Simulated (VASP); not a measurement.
## MoS2: single point with PBE

Crystal: MoS2.

```xyz
3
Lattice="1.6064 0.9274 6.1955 -1.6064 0.9274 6.1955 0.0000 -1.8549 6.1955" Properties=species:S:1:pos:R:3 pbc="T T T"
Mo    0.0000    0.0000    0.0000
S     0.0000    0.0000    4.6466
S     0.0000    0.0000   13.9398
```

* Program: VASP 6.6.1
* Task: single point
* Functional: PBE
* Potentials or basis: VASP PAW PBE potentials, release 64 (Mo_sv, S)
* Cutoff: 520 eV
* k mesh: 10 × 10 × 10
* Occupations: fermi-dirac, width 0.05 eV
* Spin: no spin polarisation
* Dipole correction: no
* Further INCAR settings: ALGO = Normal; EDIFF = 1e-06; NBANDS = 20

```yaml
Pressure: 1.8 GPa
Largest_force: 0.325 eV/Å
Band_gap_on_the_k_mesh: zero (bands 13 and 14 overlap by 0.68 eV)
```

Forces in eV/Å, atoms in the order of the input:
```
Mo   0.000  0.000  0.000
S    0.000  0.000 -0.325
S    0.000  0.000  0.325
```

Stress tensor (GPa, compression positive):
```
0.68 0.00 0.00
0.00 0.68 0.00
0.00 0.00 4.11
```

Levels at points of the mesh, in eV from the Fermi level:
```csv
k point,band 11,band 12,band 13,band 14,band 15,band 16
"(0.00, 0.00, 0.00)",-1.15,-0.99,-0.99,-0.31,-0.31,3.19
"(0.50, 0.00, 0.00)",-2.83,-1.87,-1.61,0.95,1.81,3.24
"(0.50, 0.50, 0.00)",-2.83,-2.15,-1.81,0.95,1.63,3.64
"(0.50, 0.50, 0.50)",-0.98,-0.98,-0.41,-0.41,-0.11,3.30
```

It took 7.8 min on 1 thread of Intel Xeon 8259CL, with other jobs on the host, peak memory 0.39 GiB.
